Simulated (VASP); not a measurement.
# SiO2 (I-42d) in VASP: notebook

SiO2 is run at these levels: PBE; tasks: single point.

Program: VASP 6.6.1. These are calculated values, not measurements. Logs are shortened: lines on timing, memory, paths and dates and some standing lists are left out, and cuts for length are marked.

## (1) The cell of the first run

The structure is tetragonal, space group I-42d (No. 122). Conventional cell: a = 4.684 Å, b = 4.684 Å, c = 7.387 Å, α = 90.00°, β = 90.00°, γ = 90.00°. Within 2.1 Å of Si (site symmetry -4) lie 4 O at 1.60 Å. Within 2.1 Å of O (site symmetry 2) lie 2 Si at 1.60 Å.

## (2) Single point, PBE (13.51 Å³/atom)

Input file INCAR:

```
SYSTEM = SiO2
PREC = Accurate
ENCUT = 520
EDIFF = 1E-6
ISMEAR = -1
SIGMA = 0.03
LREAL = .False.
LASPH = .True.
NELM = 100
ALGO = Normal
ISIF = 2
LWAVE = .False.
LCHARG = .False.
GGA = PE
NBANDS = 25
```

Input file KPOINTS:

```
Automatic mesh
0
Gamma
  7 7 7
  0 0 0
```

Input file POSCAR:

```
SiO2
1.0
   -2.3419643100      2.3419643100      3.6933992025
    2.3419643100     -2.3419643100      3.6933992025
    2.3419643100      2.3419643100     -3.6933992025
Si O
2 4
Direct
    0.0000000000      0.0000000000      0.0000000000
    0.7500000000      0.2500000000      0.5000000000
    0.9983800000      0.6250000000      0.8733800000
    0.3750000000      0.2483800000      0.3733800000
    0.7516200000      0.1250000000      0.1266200000
    0.8750000000      0.0016200000      0.6266200000
```

Potentials or basis: VASP PAW PBE potentials, release 64 (Si, O).

Launch:

```bash
$ cat potpaw_PBE.64/Si/POTCAR potpaw_PBE.64/O/POTCAR > POTCAR
$ mpirun -np 1 vasp_std > vasp.out
```

OUTCAR:

```text
SYSTEM = SiO2
   PREC = Accurate
   ENCUT = 520
   EDIFF = 1E-6
   ISMEAR = -1
   LREAL = .False.
   LASPH = .True.
   NELM = 100
   ISIF = 2
   GGA = PE

 ion  position               nearest neighbor table
   1  0.000  0.000  0.000-   3 1.60   4 1.60   5 1.60   6 1.60   2 2.98   2 2.98   2 2.98   2 2.98

   2  0.750  0.250  0.500-   3 1.60   4 1.60   5 1.60   6 1.60   1 2.98   1 2.98   1 2.98   1 2.98

   3  0.998  0.625  0.873-   1 1.60   2 1.60
   4  0.375  0.248  0.373-   1 1.60   2 1.60
   5  0.752  0.125  0.127-   1 1.60   2 1.60
   6  0.875  0.002  0.627-   1 1.60   2 1.60

  LATTYP: Found a body centered tetragonal cell.
 ALAT       =     4.6839286200
 C/A-ratio  =     1.5770518734

  Lattice vectors:

 A1 = (  -2.3419643100,   2.3419643100,   3.6933992025)
 A2 = (   2.3419643100,  -2.3419643100,   3.6933992025)
 A3 = (   2.3419643100,   2.3419643100,  -3.6933992025)

Analysis of symmetry for initial positions (statically):
=====================================================================
 Subroutine PRICEL returns:
 Original cell was already a primitive cell.

 Routine SETGRP: Setting up the symmetry group for a
 body centered tetragonal supercell.

 Subroutine GETGRP returns: Found  8 space group operations
 (whereof  4 operations were pure point group operations)
 out of a pool of 16 trial point group operations.

The static configuration has the point symmetry S_4 .
 The point group associated with its full space group is D_2d.

Analysis of symmetry for dynamics (positions and initial velocities):
=====================================================================
 Subroutine PRICEL returns:
 Original cell was already a primitive cell.

 Routine SETGRP: Setting up the symmetry group for a
 body centered tetragonal supercell.

 Subroutine GETGRP returns: Found  8 space group operations
 (whereof  4 operations were pure point group operations)
 out of a pool of 16 trial point group operations.

The dynamic configuration has the point symmetry S_4 .
 The point group associated with its full space group is D_2d.

 Subroutine INISYM returns: Found  8 space group operations
 (whereof  4 operations are pure point group operations),
 and found     1 'primitive' translations

[... 102 lines left out ...]
   EDIFF  = 0.1E-05   stopping-criterion for ELM
   LREAL  =      F    real-space projection
   EDIFFG = 0.1E-04   stopping-criterion for IOM
   NSW    =      0    number of steps for IOM
   IBRION =     -1    ionic relax: 0-MD 1-quasi-New 2-CG
   NFREE  =      0    steps in history (QN), initial steepest desc. (CG)
   ISIF   =      2    stress and relaxation
   ISYM   =      2    0-nonsym 1-usesym 2-fastsym
   POTIM  = 0.5000    time-step for ionic-motion
   TEBEG  =    0.0;   TEEND  =   0.0 temperature during run
   PSTRESS=    0.0 pullay stress
   NELECT =      32.0000    total number of electrons
   NUPDOWN=      -1.0000    fix difference up-down
   EMIN   =  10.00;   EMAX   =-10.00  energy-range for DOS
   EFERMI =   0.00;   METHOD = LEGACY
   ISMEAR =    -1;   SIGMA  =   0.03  broadening in eV -4-tet -1-fermi 0-gaus
   EFERMI_NEDOS =   21; number of points for ismear=-14 and -15
   IALGO  =     38    algorithm
   IMIX   =      4    mixing-type and parameters
     AMIX     =   0.40;   BMIX     =  1.00
     AMIX_MAG =   1.60;   BMIX_MAG =  1.00
  volume/ion in A,a.u.               =      13.51        91.14
  Fermi-wavevector in a.u.,A,eV,Ry     =   1.201091  2.269733 19.628029  1.442619
  Thomas-Fermi vector in A             =   2.336909
   LORBIT       =      0    0 simple, 1 ext, 2 COOP (PROOUT), +10 PAW based schemes
   GGA     = PE    functional components
   LHFCALC =     F    Hartree Fock is set to
   AEXX    =    0.0000 exact exchange contribution
   IVDW    =     0    specifies the selected vdW correction
   LEPSILON=     F    determine dielectric tensor
   LRPA    =     F    only Hartree local field effects (RPA)
 non-spin polarized calculation
  energy-cutoff  :      520.00
  volume of cell :       81.03
 maximum number of plane-waves:      2213
 NGX is ok and might be reduce to    40
   NGX = 19   NGY = 19   NGZ = 19

 number of electron      31.9999993 magnetization

 Free energy of the ion-electron system (eV)
  ---------------------------------------------------
  ext. energy  EPLUGINS =         0.00000000
  ---------------------------------------------------
  free energy    TOTEN  =       -47.22945503 eV

  energy without entropy =      -47.22945503  energy(sigma->0) =      -47.22945503

 E-fermi :   0.8581     XC(G=0):  -8.7129

 val. band max:        0.1509389743   @ k =   0.0000   0.0000   0.0000
 cond. band min:       6.4641755689   @ k =   0.0000   0.0000   0.0000
 fundamental gap:      6.3132365947
 Fermi energy:         0.8580500760

 k-point     1 :       0.0000    0.0000    0.0000
  band No.  band energies     occupation
      1     -19.1647      2.00000
      2     -16.9343      2.00000
      3     -16.9125      2.00000
      4     -16.9125      2.00000
      5      -8.7296      2.00000
      6      -5.2195      2.00000
[... 661 lines left out ...]
     24      13.4876      0.00000
     25      13.7864      0.00000

 [... further k-points ...]

------------------------ aborting loop because EDIFF is reached ----------------------------------------

  FORCE on cell =-STRESS in cart. coord.  units (eV):
  Direction    XX          YY          ZZ          XY          YZ          ZX
  --------------------------------------------------------------------------------------
  -------------------------------------------------------------------------------------
  Total        6.0857676      6.0857676      5.2551445      0.0000000     -0.0000000      0.0000000
  in kB      120.3314521    120.3314521    103.9078745      0.0000000     -0.0000000      0.0000000
  external PRESSURE =     114.8569263 kB  Pullay stress =       0.0000000 kB

 VOLUME and BASIS-vectors are now :
 -----------------------------------------------------------------------------
  energy-cutoff  :      520.00
  volume of cell :       81.03
      direct lattice vectors                 reciprocal lattice vectors
    -2.341964310  2.341964310  3.693399203     0.000000000  0.213495995  0.135376647
     2.341964310 -2.341964310  3.693399203     0.213495995  0.000000000  0.135376647
     2.341964310  2.341964310 -3.693399203     0.213495995  0.213495995  0.000000000

 POSITION                                       TOTAL-FORCE (eV/Angst)
 -----------------------------------------------------------------------------------
      0.00000      0.00000      0.00000         0.000000     -0.000000      0.000000
      0.00000      2.34196      1.84670         0.000000     -0.000000     -0.000000
      1.17098      2.91987      2.77005         0.000000      0.694676     -0.000000
      0.57790      1.17098      0.92335         0.694676      0.000000     -0.000000
     -1.17098      1.76406      2.77005         0.000000     -0.694676      0.000000
     -0.57790      3.51295      0.92335        -0.694676      0.000000      0.000000
 -----------------------------------------------------------------------------------
    total drift:                                0.000000      0.000000      0.000000

  FREE ENERGIE OF THE ION-ELECTRON SYSTEM (eV)
  ---------------------------------------------------
  free  energy   TOTEN  =       -47.2294550291 eV

  energy  without entropy=      -47.2294550291  energy(sigma->0) =      -47.22945503
```

stdout:

```text
POSCAR found type information on POSCAR SiO
 POSCAR found :  2 types and       6 ions
 scaLAPACK will be used
 LDA part: xc-table for (Slater+PW92), standard interpolation
 POSCAR, INCAR and KPOINTS ok, starting setup
 FFT: planning ... GRIDC
 FFT: planning ... GRID_SOFT
 FFT: planning ... GRID
 WAVECAR not read
 entering main loop
```

Run time: 62 s. Hardware: 1 thread of AMD EPYC 9R45 (Zen 5), shared host; peak memory 0.22 GiB.

Results:

```yaml
Free_energy: -47.2295 eV
Pressure: 11.5 GPa
Largest_force: 0.695 eV/Å
Band_gap_on_the_k_mesh: 6.31 eV
```

Forces on the atoms (eV/Å):
```
Si   0.000  0.000  0.000
Si   0.000  0.000  0.000
O    0.000  0.695  0.000
O    0.695  0.000  0.000
O    0.000 -0.695  0.000
O   -0.695  0.000  0.000
```

Levels at points of the mesh, in eV from the valence-band top:
```
           k point  band 13  band 14  band 15  band 16  band 17  band 18  band 19  band 20
(0.00, 0.00, 0.00)    -1.37    -1.02     0.00     0.00     6.31     8.87    11.65    11.65
```

Caveat: the cell stands under pressure; an odd mesh through Γ misses points on the zone boundary, where band edges can lie.

## (3) Single point, PBE (13.93 Å³/atom)

This run uses another cell than the first one, of 13.93 Å³/atom.

Input file INCAR:

```
ALGO     = Normal         # electronic algorithm
EDIFF    = 1E-6           # SCF threshold, eV
ENCUT    = 520            # plane-wave cutoff, eV
GGA      = PE             # functional
ISIF     = 2              # what is computed and relaxed
ISMEAR   = -1             # smearing method
LASPH    = True           # aspherical terms in the spheres
LCHARG   = False          # write CHGCAR
LREAL    = False          # projectors in reciprocal space
LWAVE    = False          # write WAVECAR
NBANDS   = 25             # bands
NELM     = 60             # most SCF steps
PREC     = Accurate       # precision mode
SIGMA    = 0.03           # smearing width, eV
```

Input file KPOINTS:

```
k-points
0
Gamma
  7 7 7
```

Edit POSCAR of step 2 so:

```diff
@@ -2,5 +2,5 @@
 1.0
-   -2.3419643100      2.3419643100      3.6933992025
-    2.3419643100     -2.3419643100      3.6933992025
-    2.3419643100      2.3419643100     -3.6933992025
+   -2.3661099741      2.3661099741      3.7314781673
+    2.3661099741     -2.3661099741      3.7314781673
+    2.3661099741      2.3661099741     -3.7314781673
 Si O
```

Potentials or basis: VASP PAW PBE potentials, release 64 (Si, O).

Launch:

```bash
$ cat potpaw_PBE.64/Si/POTCAR potpaw_PBE.64/O/POTCAR > POTCAR
$ mpirun -np 1 vasp_std > vasp.out
```

Wall time 63 s (1 thread of AMD EPYC 9R45 (Zen 5), shared host); peak memory 0.22 GiB.

It converged, with:

```yaml
Free_energy: -47.3657 eV
Pressure: 5.5 GPa
Largest_force: 0.265 eV/Å
Band_gap_on_the_k_mesh: 6.11 eV
```

Forces on the atoms (eV/Å):
```
Si   0.000  0.000  0.000
Si   0.000  0.000  0.000
O    0.000  0.265  0.000
O    0.265  0.000  0.000
O    0.000 -0.265  0.000
O   -0.265  0.000  0.000
```

Stress tensor (GPa, compression positive):
```
6.10 0.00 0.00
0.00 6.10 0.00
0.00 0.00 4.28
```

Levels at points of the mesh, in eV from the valence-band top:
| k point | band 12 | band 13 | band 14 | band 15 | band 16 | band 17 | band 18 | band 19 | band 20 | band 21 |
| --- | --- | --- | --- | --- | --- | --- | --- | --- | --- | --- |
| (0.00, 0.00, 0.00) | -1.36 | -1.33 | -1.03 | 0.00 | 0.00 | 6.11 | 8.75 | 11.41 | 11.41 | 11.56 |

Caveat: the cell stands under pressure; an odd mesh through Γ misses points on the zone boundary, where band edges can lie.

(Part 1 of 2 ends here.)
